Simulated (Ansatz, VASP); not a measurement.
One calculation of Hf, two programs

The input POSCAR:

```
Hf
1.0
    3.1987335297      0.0000000000      0.0000000000
   -1.5993667648      2.7701844966      0.0000000000
    0.0000000000      0.0000000000      5.0505021987
Hf
2
Direct
    0.3333333333      0.6666666667      0.2500000000
    0.6666666667      0.3333333333      0.7500000000
```

Contents of INCAR.step1:

```
PREC = Accurate ; ENCUT = 520
ISMEAR = 0 ; SIGMA = 0.6
LREAL = False ; LASPH = True
NELM = 80 ; NBANDS = 17
GGA = PE ; ALGO = Normal
EDIFF = 1E-4 ; LWAVE = True
LCHARG = False
```

INCAR.step2

```
PREC = Accurate ; ENCUT = 520
EDIFF = 1E-6 ; ISMEAR = 0
SIGMA = 0.6 ; LREAL = False
LASPH = True ; NELM = 80
ALGO = Normal ; ISIF = 2
LWAVE = False ; LCHARG = False
METAGGA = R2SCAN ; LMIXTAU = True
NBANDS = 17 ; ISTART = 1
```

The input KPOINTS:

```
Automatic mesh
0
Gamma
  11 11 6
```

Input for Ansatz:

```yaml
crystal:
  lattice:
    - [3.1987335297, 0.0, 0.0]
    - [-1.5993667648, 2.7701844966, 0.0]
    - [0.0, 0.0, 5.0505021987]
  atoms:
    - { symbol: Hf, position: [0.3333333333, 0.6666666667, 0.25] }
    - { symbol: Hf, position: [0.6666666667, 0.3333333333, 0.75] }
hamiltonian:
  xc: r2scan
  pseudopotentials:
    kind: paw
    azcp:
      Hf: "pseudopotentials/Hf.paw.azcp"
basis:
  ecutwfc: 500
  fft_grid_basis: typed
kpoints:
  mp_grid: { grid: [11, 11, 6], shift: [0, 0, 0] }
magnetization:
  spin_polarized: false
scf:
  occupations: { method: gaussian, width: 0.6 }
  lower_state_search: "off"
output:
  stress: true
  write_density: true
  write_potential: true
  elf: true
  volumetric_format: npy
```

Alike in both runs: task single point; functional r2SCAN; k mesh 11 × 11 × 6; occupations gaussian, width 0.6 eV; no spin polarisation.

|  | VASP | Ansatz |
| --- | --- | --- |
| version | VASP 6.6.1 | Ansatz 0.2.0 |
| potentials or method | VASP PAW PBE potentials, release 64 (Hf_pv), cutoff 520 eV | plane waves (500 eV) with PAW, scalar-relativistic |
| valence electrons in the cell | 20 | 52 |

```csv
,VASP,Ansatz,Ansatz less VASP
pressure (GPa),-0.2,0.4,+0.57
"traceless stress, the component that is largest in VASP (GPa)",0.35,0.45,+0.099
```

VASP's potentials were made for PBE, not for r2SCAN. The functional is the same, so the differences come from potentials, cutoffs and numerics. VASP's potentials hold 20 valence electrons a cell and Ansatz's 52, so a difference there can come from the potentials and not from the codes.

Spin-orbit coupling is off throughout.
